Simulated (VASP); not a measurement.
# LiBe16 (a cell with a defect) in VASP: single point with PBEsol

Aim: the single point of LiBe16 (a cell with a defect) with PBEsol.

Everything below comes from runs of VASP 6.6.1. Logs are shortened: lines on timing, memory, paths and dates and some standing lists are left out, and cuts for length are marked.

### 1 The cell of the first run

The cell holds a defect, 17 atoms: a = 4.580 Å, b = 3.966 Å, c = 7.177 Å, α = 90.00°, β = 90.00°, γ = 90.00°.

### 2 Single point, PBEsol

Input file INCAR:

```
PREC = Accurate
ENCUT = 520
EDIFF = 1E-6
ISMEAR = -1
SIGMA = 0.15
LREAL = Auto
LASPH = True
NELM = 100
ALGO = Normal
ISIF = 2
LWAVE = False
LCHARG = True
GGA = PS
LELF = True
LVHAR = True
NBANDS = 32
```

Input file KPOINTS:

```
regular mesh
0
Gamma
  2 3 2
```

Input file POSCAR:

```
LiBe16
1.0
   -2.2900000000     -3.9663960000      0.0000000000
    3.4350000000     -1.9831980000      0.0000000000
    0.0000000000      0.0000000000      7.1768600000
Be Li
16 1
Direct
    0.7682712148      0.5487617925      0.0146043285
    0.5310967169      0.3842978999      0.2410750433
    0.8137079756      0.5410137722      0.5248003347
    0.5048866334      0.4035068510      0.7666173896
    0.5194660092      0.0527578260     -0.0040895777
    0.2814419430      0.8994008212      0.2253221614
    0.4118153291     -0.3185244293      0.4671273129
    0.2487082586      0.8805463034      0.7347173335
    0.2574933280      0.5471565322      0.0088333513
    0.0429242625      0.3867760601      0.2861890580
    0.1964926730      0.3375191217      0.5685934718
   -0.0205797130      0.3600067073      0.7956261621
    0.0180691618      0.0386219442      0.0082397501
    0.7634806044      0.8600798437      0.2475756292
    0.0387384970     -0.0582715177      0.4714178484
    0.7696185763      0.8607975466      0.7632222710
    0.5903674294      0.1142239250      0.5029344319
```

Potentials or basis: VASP PAW PBE potentials, release 64 (Be, Li_sv).

Started as:

```sh
$ cat potpaw_PBE.64/Be/POTCAR potpaw_PBE.64/Li_sv/POTCAR > POTCAR
$ mpirun -np 1 vasp_std > vasp.out
```

OUTCAR:

```text
PREC = Accurate
   ENCUT = 520
   EDIFF = 1E-6
   ISMEAR = -1
   LREAL = Auto
   LASPH = True
   NELM = 100
   ISIF = 2
   GGA = PS

 ion  position               nearest neighbor table
   1  0.768  0.549  0.015-  12 1.99   2 2.06  14 2.08  16 2.19   4 2.23   9 2.24  13 2.26   5 2.28
                             5 2.30  13 2.32   9 2.34
   2  0.531  0.384  0.241-   1 2.06   7 2.08  14 2.17  17 2.18   9 2.18   5 2.20   6 2.24  10 2.26
                            14 2.34   6 2.34  10 2.37
   3  0.814  0.541  0.525-  15 1.93  11 1.96   7 1.97  17 1.98  10 2.10  16 2.14  12 2.21   4 2.30
                            14 2.37
   4  0.505  0.404  0.767-  11 2.02   9 2.15   5 2.16  16 2.18  12 2.19   1 2.23   8 2.24  17 2.25
                             3 2.30
   5  0.519  0.053  0.996-   6 2.07   4 2.16  16 2.16   2 2.20  14 2.26   1 2.28  13 2.29  13 2.30
                             9 2.30   1 2.30   9 2.34   8 2.35
   6  0.281  0.899  0.225-   7 2.03  13 2.05   5 2.07   9 2.09  15 2.09  14 2.22   2 2.24  10 2.26
                             2 2.34  10 2.35  14 2.38
   7  0.412  0.681  0.467-  11 1.83  17 1.92   3 1.97  15 2.00   6 2.03   2 2.08   8 2.21  14 2.36
                            17 2.41
   8  0.249  0.881  0.735-  15 2.13  11 2.18  16 2.21   7 2.21   4 2.24  12 2.31  13 2.32   5 2.35
                             9 2.37  17 2.46
   9  0.257  0.547  0.009-   6 2.09  12 2.12   4 2.15   2 2.18  13 2.24   1 2.24  13 2.30   5 2.30
                            10 2.31   5 2.34   1 2.34   8 2.37
  10  0.043  0.387  0.286-   3 2.10  11 2.15  15 2.21   2 2.26   6 2.26  14 2.29   9 2.31   6 2.35
                             2 2.37
  11  0.196  0.338  0.569-   7 1.83  15 1.86  12 1.91   3 1.96   4 2.02  17 2.06  10 2.15   8 2.18

  12  0.979  0.360  0.796-  11 1.91   1 1.99  13 2.00   9 2.12   4 2.19   3 2.21  16 2.21  16 2.22
                             8 2.31
  13  0.018  0.039  0.008-  12 2.00   6 2.05  14 2.19  16 2.21   9 2.24   1 2.26   5 2.29   9 2.30
                             5 2.30   8 2.32   1 2.32
  14  0.763  0.860  0.248-  15 2.07   1 2.08   2 2.17  13 2.19   6 2.22  17 2.24   5 2.26  10 2.29
                             2 2.34   7 2.36   3 2.37   6 2.38
  15  0.039  0.942  0.471-  11 1.86   3 1.93   7 2.00  14 2.07   6 2.09   8 2.13  17 2.18  10 2.21

  16  0.770  0.861  0.763-   3 2.14   5 2.16   4 2.18   1 2.19   8 2.21  13 2.21  12 2.21  12 2.22
                            17 2.27
  17  0.590  0.114  0.503-   7 1.92   3 1.98  11 2.06  15 2.18   2 2.18  14 2.24   4 2.25  16 2.27
                             7 2.41   8 2.46

  LATTYP: Found a simple orthorhombic cell.
 ALAT       =     3.9663962620
 B/A-ratio  =     1.1547004875
 C/A-ratio  =     1.8094157835

  Lattice vectors:

 A1 = (  -3.4350000000,   1.9831980000,   0.0000000000)
 A2 = (  -2.2900000000,  -3.9663960000,   0.0000000000)
 A3 = (   0.0000000000,   0.0000000000,   7.1768600000)

Analysis of symmetry for initial positions (statically):
=====================================================================
 Subroutine PRICEL returns:
 Original cell was already a primitive cell.

 Routine SETGRP: Setting up the symmetry group for a
 simple orthorhombic supercell.

 Subroutine GETGRP returns: Found  1 space group operations
 (whereof  1 operations were pure point group operations)
 out of a pool of  8 trial point group operations.

The static configuration has the point symmetry C_1 .

Analysis of symmetry for dynamics (positions and initial velocities):
=====================================================================
 Subroutine PRICEL returns:
 Original cell was already a primitive cell.

 Routine SETGRP: Setting up the symmetry group for a
 simple orthorhombic supercell.

 Subroutine GETGRP returns: Found  1 space group operations
 (whereof  1 operations were pure point group operations)
 out of a pool of  8 trial point group operations.

The dynamic configuration has the point symmetry C_1 .

 Subroutine INISYM returns: Found  1 space group operations
 (whereof  1 operations are pure point group operations),
 and found     1 'primitive' translations

----------------------------------------------------------------------------------------

                                     Primitive cell

  volume of cell :     130.3755

  direct lattice vectors                    reciprocal lattice vectors
    -2.290000000 -3.966396000  0.000000000    -0.109170306 -0.189088533  0.000000000
     3.435000000 -1.983198000  0.000000000     0.218340611 -0.126059022  0.000000000
     0.000000000  0.000000000  7.176860000     0.000000000  0.000000000  0.139336702

  length of vectors
     4.579999697  3.966396262  7.176860000     0.218340626  0.252118027  0.139336702

  position of ions in fractional coordinates (direct lattice)
     0.768271215  0.548761793  0.014604328
     0.531096717  0.384297900  0.241075043
     0.813707976  0.541013772  0.524800335
     0.504886633  0.403506851  0.766617390
     0.519466009  0.052757826  0.995910422
     0.281441943  0.899400821  0.225322161
[... 9 lines left out ...]
     0.769618576  0.860797547  0.763222271
     0.590367429  0.114223925  0.502934432

  ion indices of the primitive-cell ions
   primitive index   ion index
                 1           1
                 2           2
                 3           3
                 4           4
                 5           5
                 6           6
[... 9 lines left out ...]
                16          16
                17          17

----------------------------------------------------------------------------------------

 KPOINTS: regular mesh

Automatic generation of k-mesh.
 Grid dimensions read from file:
 generate k-points for:    2    3    2

 Generating k-lattice:

  Cartesian coordinates                     Fractional coordinates (reciprocal lattice)
    -0.054585153 -0.094544266  0.000000000     0.500000000  0.000000000  0.000000000
     0.072780204 -0.042019674  0.000000000    -0.000000000  0.333333333  0.000000000
     0.000000000  0.000000000  0.069668351     0.000000000  0.000000000  0.500000000

  Length of vectors
     0.109170313  0.084039342  0.069668351

  Shift w.r.t. Gamma in fractional coordinates (k-lattice)
     0.000000000  0.000000000  0.000000000

 Subroutine IBZKPT returns following result:
 ===========================================

 Found      8 irreducible k-points:

 Following reciprocal coordinates:
            Coordinates               Weight
  0.000000  0.000000  0.000000      1.000000
  0.500000  0.000000  0.000000      1.000000
  0.000000  0.333333  0.000000      2.000000
  0.500000  0.333333  0.000000      2.000000
  0.000000  0.000000  0.500000      1.000000
  0.500000  0.000000  0.500000      1.000000
  0.000000  0.333333  0.500000      2.000000
  0.500000  0.333333  0.500000      2.000000
   k-points           NKPTS =      8   k-points in BZ     NKDIM =      8   number of bands    NBANDS=     32
   number of dos      NEDOS =    301   number of ions     NIONS =     17
   total plane-waves  NPLWV =  58320
   dimension x,y,z NGX =    36 NGY =   30 NGZ =   54
   dimension x,y,z NGXF=    72 NGYF=   60 NGZF=  108
   ions per type =              16   1
   NGX,Y,Z   is equivalent  to a cutoff of  13.07, 12.57, 12.51 a.u.
   NGXF,Y,Z  is equivalent  to a cutoff of  26.13, 25.15, 25.02 a.u.
 SYSTEM =  unknown system
   PREC   = accura    normal or accurate (medium, high low for compatibility)
   ISTART =      0    job   : 0-new  1-cont  2-samecut
   ICHARG =      2    charge: 1-file 2-atom 10-const
   ISPIN  =      1    spin polarized calculation?
   LNONCOLLINEAR =      F non collinear calculations
   LSORBIT =      F    spin-orbit coupling
   LASPH  =      T    aspherical Exc in radial PAW
   ENCUT  =  520.0 eV  38.22 Ry    6.18 a.u.   8.52  7.37 13.34*2*pi/ulx,y,z
   NELM   =    100;   NELMIN=  2; NELMDL= -5     # of ELM steps
   EDIFF  = 0.1E-05   stopping-criterion for ELM
   LREAL  =      T    real-space projection
   EDIFFG = 0.1E-04   stopping-criterion for IOM
   NSW    =      0    number of steps for IOM
   IBRION =     -1    ionic relax: 0-MD 1-quasi-New 2-CG
   NFREE  =      0    steps in history (QN), initial steepest desc. (CG)
   ISIF   =      2    stress and relaxation
   ISYM   =      2    0-nonsym 1-usesym 2-fastsym
   POTIM  = 0.5000    time-step for ionic-motion
   TEBEG  =    0.0;   TEEND  =   0.0 temperature during run
   PSTRESS=    0.0 pullay stress
   NELECT =      35.0000    total number of electrons
   NUPDOWN=      -1.0000    fix difference up-down
   EMIN   =  10.00;   EMAX   =-10.00  energy-range for DOS
   EFERMI =   0.00;   METHOD = LEGACY
   ISMEAR =    -1;   SIGMA  =   0.15  broadening in eV -4-tet -1-fermi 0-gaus
   EFERMI_NEDOS =   21; number of points for ismear=-14 and -15
   IALGO  =     38    algorithm
   IMIX   =      4    mixing-type and parameters
     AMIX     =   0.40;   BMIX     =  1.00
     AMIX_MAG =   1.60;   BMIX_MAG =  1.00
  volume/ion in A,a.u.               =       7.67        51.75
  Fermi-wavevector in a.u.,A,eV,Ry     =   1.056085  1.995711 15.174786  1.115315
  Thomas-Fermi vector in A             =   2.191307
   LORBIT       =      0    0 simple, 1 ext, 2 COOP (PROOUT), +10 PAW based schemes
   GGA     = PS    functional components
   LHFCALC =     F    Hartree Fock is set to
   AEXX    =    0.0000 exact exchange contribution
   IVDW    =     0    specifies the selected vdW correction
   LEPSILON=     F    determine dielectric tensor
   LRPA    =     F    only Hartree local field effects (RPA)
 non-spin polarized calculation
  energy-cutoff  :      520.00
  volume of cell :      130.38
 maximum number of plane-waves:      3536
 NGX is ok and might be reduce to    36
   NGX = 17   NGY = 15   NGZ = 27

 number of electron      34.9999996 magnetization

 Free energy of the ion-electron system (eV)
  ---------------------------------------------------
  ext. energy  EPLUGINS =         0.00000000
  ---------------------------------------------------
  free energy    TOTEN  =       -61.39405006 eV

  energy without entropy =      -61.20309815  energy(sigma->0) =      -61.29857411

 E-fermi :   7.2078     XC(G=0): -10.6538

 val. band max:        7.1906651202   @ k =   0.5000   0.0000   0.5000
 cond. band min:       7.2717556684   @ k =   0.5000   0.0000   0.5000
 fundamental gap:      0.0810905482
 Fermi energy:         7.2078348421

 k-point     1 :       0.0000    0.0000    0.0000
  band No.  band energies     occupation
      1     -37.9212      2.00000
      2      -4.1039      2.00000
      3      -2.1434      2.00000
      4      -1.8795      2.00000
      5       1.0376      2.00000
      6       1.1061      2.00000
[... 21 lines left out ...]
     28      11.1335      0.00000
     29      11.6170      0.00000

 k-point     2 :       0.5000    0.0000    0.0000
  band No.  band energies     occupation
      1     -37.9212      2.00000
      2      -2.9875      2.00000
      3      -2.6830      2.00000
      4      -0.9053      2.00000
      5      -0.8590      2.00000
      6      -0.7302      2.00000
[... 21 lines left out ...]
     28      12.4371      0.00000
     29      12.8836      0.00000

 k-point     3 :       0.0000    0.3333    0.0000
  band No.  band energies     occupation
      1     -37.9210      2.00000
      2      -3.3604      2.00000
      3      -1.3906      2.00000
      4      -1.3135      2.00000
      5      -0.8457      2.00000
      6       0.9500      2.00000
[... 125 lines left out ...]
      4      -0.6718      2.00000
      5      -0.3482      2.00000
      6       1.1487      2.00000
[... 21 lines left out ...]
     28      12.0611      0.00000
     29      12.4233      0.00000

 k-point     8 :       0.5000    0.3333    0.5000
  band No.  band energies     occupation
      1     -37.9210      2.00000
      2      -1.7575      2.00000
      3      -1.6757      2.00000
      4      -1.6609      2.00000
      5      -1.1128      2.00000
      6       0.5216      2.00000
[... 21 lines left out ...]
     28      12.1853      0.00000
     29      12.3926      0.00000
 [bands above 29 left out]

------------------------ aborting loop because EDIFF is reached ----------------------------------------

  FORCE on cell =-STRESS in cart. coord.  units (eV):
  Direction    XX          YY          ZZ          XY          YZ          ZX
  --------------------------------------------------------------------------------------
  -------------------------------------------------------------------------------------
  Total        6.9534073      8.3256538     15.9464162     -6.5066508      4.2969402      1.0162530
  in kB       85.4500320    102.3134913    195.9646121    -79.9598662     52.8048564     12.4886763
  external PRESSURE =     127.9093784 kB  Pullay stress =       0.0000000 kB

 VOLUME and BASIS-vectors are now :
 -----------------------------------------------------------------------------
  energy-cutoff  :      520.00
  volume of cell :      130.38
      direct lattice vectors                 reciprocal lattice vectors
    -2.290000000 -3.966396000  0.000000000    -0.109170306 -0.189088533  0.000000000
     3.435000000 -1.983198000  0.000000000     0.218340611 -0.126059022  0.000000000
     0.000000000  0.000000000  7.176860000     0.000000000  0.000000000  0.139336702

 POSITION                                       TOTAL-FORCE (eV/Angst)
 -----------------------------------------------------------------------------------
      0.12566     -4.13557      0.10481         0.022106      0.003009     -0.017313
      0.10385     -2.86868      1.73016         0.003632     -0.039288     -0.026768
     -0.00501     -4.30043      3.76642         0.000239     -0.039689      0.014617
      0.22986     -2.80281      5.50191         0.002181     -0.004855      0.004693
     -1.00835     -2.16504      7.14751        -0.024912      0.023436     -0.006633
      2.44494     -2.90000      1.61711        -0.018206     -0.003189      0.079461
[... 9 lines left out ...]
      1.19441     -4.75974      5.47754         0.010491      0.035960     -0.035152
     -0.95958     -2.56816      3.60949        -0.021139     -0.036494     -0.024848
 -----------------------------------------------------------------------------------
    total drift:                               -0.000577      0.000971     -0.001518

  FREE ENERGIE OF THE ION-ELECTRON SYSTEM (eV)
  ---------------------------------------------------
  free  energy   TOTEN  =       -61.3940500635 eV

  energy  without entropy=      -61.2030981503  energy(sigma->0) =      -61.29857411
```

Run time: 50 s. Hardware: 1 thread of Intel Xeon Platinum 8488C (Sapphire Rapids), shared host; peak memory 0.24 GiB.

What came out:

- Free energy: -61.3941 eV
- Largest force: 0.082 eV/Å
- Band gap on the k mesh: zero (an odd number of electrons rules out a gap without spin polarisation)

Forces in eV/Å, atoms in the order of the input:
```
Be   0.022  0.003 -0.017
Be   0.004 -0.039 -0.027
Be   0.000 -0.040  0.015
Be   0.002 -0.005  0.005
Be  -0.025  0.023 -0.007
Be  -0.018 -0.003  0.079
Be   0.010  0.065 -0.013
Be  -0.049 -0.014 -0.039
Be   0.023 -0.010 -0.004
Be  -0.046 -0.022  0.014
Be   0.061 -0.006  0.043
Be   0.006 -0.011 -0.008
Be   0.011  0.034  0.007
Be   0.023  0.010  0.048
Be  -0.013  0.014 -0.035
Be   0.010  0.036 -0.035
Li  -0.021 -0.036 -0.025
```

Levels at points of the mesh, in eV from the Fermi level:
| k point | band 14 | band 15 | band 16 | band 17 | band 18 | band 19 | band 20 | band 21 | band 22 | band 23 |
| --- | --- | --- | --- | --- | --- | --- | --- | --- | --- | --- |
| (0.00, 0.00, 0.00) | -3.50 | -3.21 | -1.31 | -0.79 | 0.29 | 0.67 | 0.98 | 1.45 | 1.82 | 2.16 |
| (0.50, 0.00, 0.00) | -2.30 | -2.15 | -1.87 | -1.33 | -0.61 | -0.19 | 0.07 | 0.68 | 0.87 | 1.03 |
| (0.00, 0.00, 0.50) | -2.35 | -2.06 | -1.61 | -1.30 | -0.59 | 0.34 | 1.44 | 1.81 | 2.05 | 2.27 |
| (0.50, 0.00, 0.50) | -2.42 | -2.29 | -1.95 | -1.37 | -0.02 | 0.06 | 0.61 | 0.80 | 1.66 | 1.98 |

Caveat: the k points lie up to 0.69 Å⁻¹ apart, too coarse for converged energies and pressures of a metal; the cutoff is under 1.25 times the usual one of these potentials, so pressure, stress and relaxed cells hold a basis-set (Pulay) error; the PAW data sets were made with another functional, which shifts forces and pressure a little.
